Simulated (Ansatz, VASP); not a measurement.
One calculation of WS2, two programs

INCAR

```
ALGO = Normal
EDIFF = 1E-6
ENCUT = 520
GGA = PS
ISIF = 2
ISMEAR = 0
LASPH = T
LCHARG = F
LREAL = F
LWAVE = F
NBANDS = 35
NELM = 80
PREC = Accurate
SIGMA = 0.05
```

KPOINTS

```
k-points
0
Gamma
  12 12 2
```

File POSCAR:

```
WS2
1.0
    3.3559250626      0.0000000000      0.0000000000
   -1.6779625313      2.9063163574      0.0000000000
    0.0000000000      0.0000000000     23.2011879202
W S
2 4
Direct
    0.3333333333      0.6666666667      0.6345659624
    0.6666666667      0.3333333333      0.3654340376
    0.3333333333      0.6666666667      0.2989660749
    0.6666666667      0.3333333333      0.5680485953
    0.3333333333      0.6666666667      0.4319514047
    0.6666666667      0.3333333333      0.7010339251
```

Input for Ansatz:

```yaml
crystal:
  lattice:
    - [3.3559250626, 0.0, 0.0]
    - [-1.6779625313, 2.9063163574, 0.0]
    - [0.0, 0.0, 23.2011879202]
  atoms:
    - { symbol: W, position: [0.3333333333, 0.6666666667, 0.6345659624] }
    - { symbol: W, position: [0.6666666667, 0.3333333333, 0.3654340376] }
    - { symbol: S, position: [0.3333333333, 0.6666666667, 0.2989660749] }
    - { symbol: S, position: [0.6666666667, 0.3333333333, 0.5680485953] }
    - { symbol: S, position: [0.3333333333, 0.6666666667, 0.4319514047] }
    - { symbol: S, position: [0.6666666667, 0.3333333333, 0.7010339251] }
basis:
  ecutwfc: 420
kpoints:
  mp_grid: { grid: [12, 12, 2] }
hamiltonian:
  xc: pbesol
  pseudopotentials: { kind: paw, azcp: { folder: soft_1 } }
scf:
  occupations: { method: gaussian, width: 0.05 }
output:
  forces: true
  stress: true
  eigenvalues: true
```

Alike in both runs: task single point; functional PBEsol; k mesh 12 × 12 × 2; occupations gaussian, width 0.05 eV; no spin polarisation.

|  | VASP | Ansatz |
| --- | --- | --- |
| version | VASP 6.6.1 | Ansatz 0.2.0 |
| potentials or method | VASP PAW PBE potentials, release 64 (W_sv, S), cutoff 520 eV | scalar-relativistic, plane waves, PAW |
| valence electrons in the cell | 52 | 52 |

```csv
,VASP,Ansatz,Ansatz less VASP
gap on the k mesh at the Fermi level (eV),0.56,0.55,-0.013
least direct gap on the mesh (eV),1.26,1.26,-0.002
rms of the force components (eV/Å),0.381,0.388,+0.0077
```

VASP's potentials were made for PBE, not for PBEsol, and Ansatz warns of the same on its side. Atom by atom the forces differ by 0.008 eV/Å (rms over components).

Spin-orbit coupling is off throughout.
